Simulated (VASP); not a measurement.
# SiC (F-43m) in VASP: further runs, part 2 of 2

VASP 6.6.1.

### Step 3. Single point, PBE+D4

This run uses another cell than the first one, of 10.30 Å³/atom.

The input, INCAR:

```
  ALGO = Normal
  EDIFF = 1E-6
  ENCUT = 600
  GGA = PE
  GGA_COMPAT = False
  ISIF = 2
  ISMEAR = 0
  IVDW = 13
  LASPH = True
  LCHARG = True
  LELF = True
  LREAL = False
  LVHAR = True
  LWAVE = False
  NBANDS = 11
  NELM = 120
  PREC = Accurate
  SIGMA = 0.02
```

The input, KPOINTS:

```
k-points
0
Gamma
  12 12 12
```

The input, POSCAR:

```
SiC
1.0
    0.0000000000      2.1756977815      2.1756977815
    2.1756977815      0.0000000000      2.1756977815
    2.1756977815      2.1756977815      0.0000000000
Si C
1 1
Direct
    0.0000000000      0.0000000000      0.0000000000
    0.7500000000      0.7500000000      0.7500000000
```

Potentials or basis: VASP PAW PBE potentials, release 64 (Si, C).

Command:

```console
cat potpaw_PBE.64/Si/POTCAR potpaw_PBE.64/C/POTCAR > POTCAR
mpirun -np 1 vasp_std > vasp.out
```

OUTCAR:

```text
EDIFF = 1E-6
   ENCUT = 600
   GGA = PE
   ISIF = 2
   ISMEAR = 0
   IVDW = 13
   LASPH = True
   LREAL = False
   NELM = 120
   PREC = Accurate

 ion  position               nearest neighbor table
   1  0.000  0.000  0.000-   2 1.88   2 1.88   2 1.88   2 1.88
   2  0.750  0.750  0.750-   1 1.88   1 1.88   1 1.88   1 1.88

  LATTYP: Found a face centered cubic cell.
 ALAT       =     4.3513955630

  Lattice vectors:

 A1 = (   0.0000000000,   2.1756977815,   2.1756977815)
 A2 = (   2.1756977815,   0.0000000000,   2.1756977815)
 A3 = (   2.1756977815,   2.1756977815,   0.0000000000)

Analysis of symmetry for initial positions (statically):
=====================================================================
 Subroutine PRICEL returns:
 Original cell was already a primitive cell.

 Routine SETGRP: Setting up the symmetry group for a
 face centered cubic supercell.

 Subroutine GETGRP returns: Found 24 space group operations
 (whereof 24 operations were pure point group operations)
 out of a pool of 48 trial point group operations.

The static configuration has the point symmetry T_d .

Analysis of symmetry for dynamics (positions and initial velocities):
=====================================================================
 Subroutine PRICEL returns:
 Original cell was already a primitive cell.

 Routine SETGRP: Setting up the symmetry group for a
 face centered cubic supercell.

 Subroutine GETGRP returns: Found 24 space group operations
 (whereof 24 operations were pure point group operations)
 out of a pool of 48 trial point group operations.

The dynamic configuration has the point symmetry T_d .

 Subroutine INISYM returns: Found 24 space group operations
 (whereof 24 operations are pure point group operations),
 and found     1 'primitive' translations

[... 120 lines left out ...]
   LHFCALC =     F    Hartree Fock is set to
   AEXX    =    0.0000 exact exchange contribution
   IVDW    =    13    specifies the selected vdW correction
   LEPSILON=     F    determine dielectric tensor
   LRPA    =     F    only Hartree local field effects (RPA)
 non-spin polarized calculation
 Gauss-broadening in eV      SIGMA  =   0.02
  energy-cutoff  :      600.00
  volume of cell :       20.60
 maximum number of plane-waves:       701
 NGX is ok and might be reduce to    28
   NGX = 13   NGY = 13   NGZ = 13

 number of electron       8.0000000 magnetization

 Free energy of the ion-electron system (eV)
  ---------------------------------------------------
  ext. energy  EPLUGINS =         0.00000000
  ---------------------------------------------------
  free energy    TOTEN  =       -15.05705753 eV

  energy without entropy =      -15.05705753  energy(sigma->0) =      -15.05705753

 E-fermi :   8.3197     XC(G=0): -11.3762

 val. band max:        8.1572256156   @ k =   0.0000   0.0000   0.0000
 cond. band min:       9.5104072940   @ k =   0.5000   0.5000   0.0000
 fundamental gap:      1.3531816784
 Fermi energy:         8.3197038369

 k-point     1 :       0.0000    0.0000    0.0000
  band No.  band energies     occupation
      1      -7.2816      2.00000
      2       8.1572      2.00000
      3       8.1572      2.00000
      4       8.1572      2.00000
      5      14.4441      0.00000
      6      15.4971      0.00000
      7      15.4971      0.00000
      8      15.4971      0.00000
      9      22.6914      0.00000
     10      22.6914      0.00000
     11      24.7091      0.00000
[... 309 lines left out ...]
 k-point    24 :      -0.4167    0.1667    0.0000
  band No.  band energies     occupation
      1      -3.3751      2.00000
      2       0.1279      2.00000
      3       5.0662      2.00000
      4       6.6437      2.00000
      5      13.3184      0.00000
      6      15.9258      0.00000
      7      16.7244      0.00000
      8      19.3781      0.00000
      9      22.8928      0.00000
     10      23.5980      0.00000
     11      26.3763      0.00000

 [... further k-points ...]

------------------------ aborting loop because EDIFF is reached ----------------------------------------

  DFT-D4 for vdW energy calculation

  Edisp (eV):   -0.66104

  FORCE on cell =-STRESS in cart. coord.  units (eV):
  Direction    XX          YY          ZZ          XY          YZ          ZX
  --------------------------------------------------------------------------------------
  -------------------------------------------------------------------------------------
  Total      -0.01977    -0.01977    -0.01977     0.00000     0.00000    -0.00000
  in kB      -1.53741    -1.53741    -1.53741     0.00000     0.00000    -0.00000
  external pressure =       -1.54 kB  Pullay stress =        0.00 kB

 VOLUME and BASIS-vectors are now :
 -----------------------------------------------------------------------------
  energy-cutoff  :      600.00
  volume of cell :       20.60
      direct lattice vectors                 reciprocal lattice vectors
     0.000000000  2.175697781  2.175697781    -0.229811330  0.229811330  0.229811330
     2.175697781  0.000000000  2.175697781     0.229811330 -0.229811330  0.229811330
     2.175697781  2.175697781  0.000000000     0.229811330  0.229811330 -0.229811330

 POSITION                                       TOTAL-FORCE (eV/Angst)
 -----------------------------------------------------------------------------------
      0.00000      0.00000      0.00000        -0.000000      0.000000      0.000000
      3.26355      3.26355      3.26355         0.000000     -0.000000     -0.000000
 -----------------------------------------------------------------------------------
    total drift:                                0.000000      0.000000      0.000000

  FREE ENERGIE OF THE ION-ELECTRON SYSTEM (eV)
  ---------------------------------------------------
  free  energy   TOTEN  =       -15.7180989586 eV

  energy  without entropy=      -15.7180989586  energy(sigma->0) =      -15.71809896
```

Run time: 30 s. Hardware: 1 thread of Intel Xeon Platinum 8375C at 2.90GHz (Ice Lake), shared host; peak memory 0.16 GiB.

What came out:

```yaml
Free_energy: -15.7181 eV
Pressure: -0.2 GPa
Band_gap_on_the_k_mesh: 1.35 eV (least direct gap 4.55 eV)
Dispersion_energy_per_atom: -0.331 eV
```

A k mesh can miss the band edges.

### Step 4. Single point, PBE

This run uses another cell than the first one, of 10.50 Å³/atom.

The input, INCAR:

```
PREC = Accurate
ENCUT = 600
EDIFF = 1E-6
ISMEAR = 0
SIGMA = 0.02
LREAL = F
LASPH = T
NELM = 120
ALGO = Normal
ISIF = 2
LWAVE = F
LCHARG = F
GGA = PE
NBANDS = 11
GGA_COMPAT = F
```

The input, KPOINTS:

```
regular mesh
0
Gamma
  12 12 12
```

The input, POSCAR:

```
SiC
1.0
    0.0000000000      2.1898609249      2.1898609249
    2.1898609249      0.0000000000      2.1898609249
    2.1898609249      2.1898609249      0.0000000000
Si C
1 1
Direct
    0.0000000000      0.0000000000      0.0000000000
    0.7500000000      0.7500000000      0.7500000000
```

Potentials or basis: VASP PAW PBE potentials, release 64 (Si, C).

Command:

```console
cat potpaw_PBE.64/Si/POTCAR potpaw_PBE.64/C/POTCAR > POTCAR
mpirun -np 1 vasp_std > vasp.out
```

OUTCAR:

```text
PREC = Accurate
   ENCUT = 600
   EDIFF = 1E-6
   ISMEAR = 0
   LREAL = F
   LASPH = T
   NELM = 120
   ISIF = 2
   GGA = PE

 ion  position               nearest neighbor table
   1  0.000  0.000  0.000-   2 1.90   2 1.90   2 1.90   2 1.90
   2  0.750  0.750  0.750-   1 1.90   1 1.90   1 1.90   1 1.90

  LATTYP: Found a face centered cubic cell.
 ALAT       =     4.3797218498

  Lattice vectors:

 A1 = (   0.0000000000,   2.1898609249,   2.1898609249)
[... 523 lines left out ...]
------------------------ aborting loop because EDIFF is reached ----------------------------------------

  FORCE on cell =-STRESS in cart. coord.  units (eV):
  Direction    XX          YY          ZZ          XY          YZ          ZX
  --------------------------------------------------------------------------------------
  -------------------------------------------------------------------------------------
  Total       -0.0239538     -0.0239538     -0.0239538      0.0000000     -0.0000000      0.0000000
  in kB       -1.8272838     -1.8272838     -1.8272838      0.0000000     -0.0000000      0.0000000
  external PRESSURE =      -1.8272838 kB  Pullay stress =       0.0000000 kB

 VOLUME and BASIS-vectors are now :
 -----------------------------------------------------------------------------
  energy-cutoff  :      600.00
  volume of cell :       21.00
      direct lattice vectors                 reciprocal lattice vectors
     0.000000000  2.189860925  2.189860925    -0.228325002  0.228325002  0.228325002
     2.189860925  0.000000000  2.189860925     0.228325002 -0.228325002  0.228325002
     2.189860925  2.189860925  0.000000000     0.228325002  0.228325002 -0.228325002

 POSITION                                       TOTAL-FORCE (eV/Angst)
 -----------------------------------------------------------------------------------
      0.00000      0.00000      0.00000         0.000000      0.000000      0.000000
      3.28479      3.28479      3.28479        -0.000000     -0.000000     -0.000000
 -----------------------------------------------------------------------------------
    total drift:                                0.000000      0.000000      0.000000

  FREE ENERGIE OF THE ION-ELECTRON SYSTEM (eV)
  ---------------------------------------------------
  free  energy   TOTEN  =       -15.0623173597 eV

  energy  without entropy=      -15.0623173597  energy(sigma->0) =      -15.06231736
```

stdout:

```text
POSCAR found type information on POSCAR SiC
 POSCAR found :  2 types and       2 ions
 scaLAPACK will be used
 LDA part: xc-table for (Slater+PW92), standard interpolation
 POSCAR, INCAR and KPOINTS ok, starting setup
 FFT: planning ... GRIDC
 FFT: planning ... GRID_SOFT
 FFT: planning ... GRID
 WAVECAR not read
 entering main loop
```

Wall time 30 s (1 thread of Intel Xeon Platinum 8375C at 2.90GHz (Ice Lake), shared host); peak memory 0.16 GiB.

Results:

```
Free energy            : -15.0623 eV
Pressure               : -0.2 GPa
Band gap on the k mesh : 1.37 eV (least direct gap 4.53 eV)
```

A k mesh can miss the band edges.

### Step 5. Single point, PBE

This run uses another cell than the first one, of 10.50 Å³/atom.

The input, INCAR:

```
SYSTEM = SiC
PREC = Accurate ; ENCUT = 600
EDIFF = 1E-6 ; ISMEAR = 0
SIGMA = 0.02 ; LREAL = .False.
LASPH = .True. ; NELM = 120
ALGO = Normal ; ISIF = 2
LWAVE = .False. ; LCHARG = .False.
GGA = PE ; NBANDS = 11
GGA_COMPAT = .False.
```

The input, KPOINTS:

```
regular mesh
0
Gamma
  12 12 12
  0 0 0
```

POSCAR is that of step 4.

Command:

```console
cat potpaw_PBE.64/Si/POTCAR potpaw_PBE.64/C/POTCAR > POTCAR
mpirun -np 1 vasp_std > vasp.out
```

Wall time 31 s (1 thread of Intel Xeon Platinum 8375C at 2.90GHz (Ice Lake), shared host); peak memory 0.16 GiB.

It converged, with:

| Property | Result |
| --- | --- |
| Free energy | -15.0623 eV |
| Pressure | -0.2 GPa |
| Band gap on the k mesh | 1.37 eV (least direct gap 4.53 eV) |

Levels at points of the mesh, in eV from the valence-band top:
```csv
k point,band 2,band 3,band 4,band 5,band 6,band 7
"(0.00, 0.00, 0.00)",0.00,0.00,0.00,6.06,7.21,7.21
"(0.50, 0.00, 0.00)",-8.45,-1.05,-1.05,5.30,7.17,7.17
"(0.50, 0.50, 0.00)",-7.75,-3.16,-3.16,1.37,4.27,13.86
```

A k mesh can miss the band edges.

### Step 6. Summary

```tsv
level	cell	k mesh	smearing	gap on the mesh (eV)	pressure (GPa)
PBE	a = 3.062 Å, angles 60.0°, 2 atoms	8 × 8 × 8	gaussian 0.1 eV	1.34	7.5
PBE+D4	a = 3.077 Å, angles 60.0°, 2 atoms	12 × 12 × 12	gaussian 0.02 eV	1.35	-0.2
PBE	a = 3.097 Å, angles 60.0°, 2 atoms	12 × 12 × 12	gaussian 0.02 eV	1.37	-0.2
```

Alike in all rows: task single point; potentials or basis VASP PAW PBE potentials, release 64 (Si, C); no spin polarisation; cutoff (eV) 600.

Caveats: the cell stands under pressure (at least some runs).

Total energies depend on the potentials used, so only differences within one code and one set of settings carry meaning.
